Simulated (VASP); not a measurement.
ZrRh3: single point with LDA

Crystal: ZrRh3.

```
Zr Rh
1.0
     3.85268    0.00000    0.00000
     0.00000    3.85268    0.00000
     0.00000    0.00000    3.85268
Zr Rh
1 3
Direct
  0.00000 0.00000 0.00000
  0.00000 0.50000 0.50000
  0.50000 0.00000 0.50000
  0.50000 0.50000 0.00000
```

```json
{"Program": "VASP 6.6.1", "Task": "single point", "Functional": "LDA", "Potentials or basis": "VASP PAW LDA potentials, release 64 (Zr_sv, Rh_pv)", "Cutoff": "520 eV", "k mesh": "12 × 12 × 12", "Occupations": "fermi-dirac, width 0.15 eV", "Spin": "no spin polarisation"}
```

```json
{
 "Pressure": "6.2 GPa",
 "Band gap on the k mesh": "zero (an odd number of electrons rules out a gap without spin polarisation)"
}
```

Levels at points of the mesh, in eV from the Fermi level:
```tsv
k point	band 25	band 26	band 27	band 28	band 29	band 30	band 31	band 32	band 33	band 34
(0.00, 0.00, 0.00)	-0.30	0.67	1.18	1.18	1.18	4.00	4.00	4.00	4.04	4.04
(0.50, 0.00, 0.00)	-1.25	-1.21	-1.21	-1.14	-0.02	1.19	1.66	1.66	2.94	3.15
(0.50, 0.50, 0.00)	-1.77	-1.57	-1.57	-1.49	-1.02	-0.84	2.39	2.39	3.01	3.45
(0.50, 0.50, 0.50)	-1.85	0.75	0.75	0.75	0.78	1.88	1.88	1.88	3.50	3.50
```

Wall time 3 min on 1 thread of Oxide Virtual Turin-like Processor, on a shared host, peak memory 0.22 GiB.

Caveat: the cell stands under pressure.
